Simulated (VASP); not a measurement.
The system is Ir.

```xyz
1
Lattice="0.0000 1.9027 1.9027 1.9027 0.0000 1.9027 1.9027 1.9027 0.0000" Properties=species:S:1:pos:R:3 pbc="T T T"
Ir    0.0000    0.0000    0.0000
```

Base run:

```yaml
Program: VASP 6.6.1
Functional: r2SCAN
Potentials_or_basis: VASP PAW PBE potentials, release 64 (Ir)
Cutoff: 520 eV
k_mesh: 12 × 12 × 12
Occupations: fermi-dirac, width 0.05 eV
Spin: no spin polarisation
```

Its results: pressure 14.9 GPa.

Problem. After a change of settings the same cell gave: pressure 11.9 GPa. Which change was it?
A. functional from r2SCAN to LDA; potentials or basis from VASP PAW PBE potentials, release 64 (Ir) to VASP PAW LDA potentials, release 64 (Ir)
B. functional from r2SCAN to r2SCANh; k mesh from 12 × 12 × 12 to 6 × 6 × 6
C. functional from r2SCAN to PBEsol
D. potentials or basis from VASP PAW PBE potentials, release 64 (Ir) to VASP PAW PBE potentials, release 64 (Ir_sv_GW); cutoff from 520 eV to 550 eV; further incar settings from ALGO = Normal; EDIFF = 1e-06; NBANDS = 10 to ALGO = Normal; EDIFF = 1e-06; NBANDS = 14; valence electrons from 9 to 17

Solution. B.

Caveats: some runs use coarse meshes; the PAW data sets were made with another functional, which shifts forces and pressure a little.
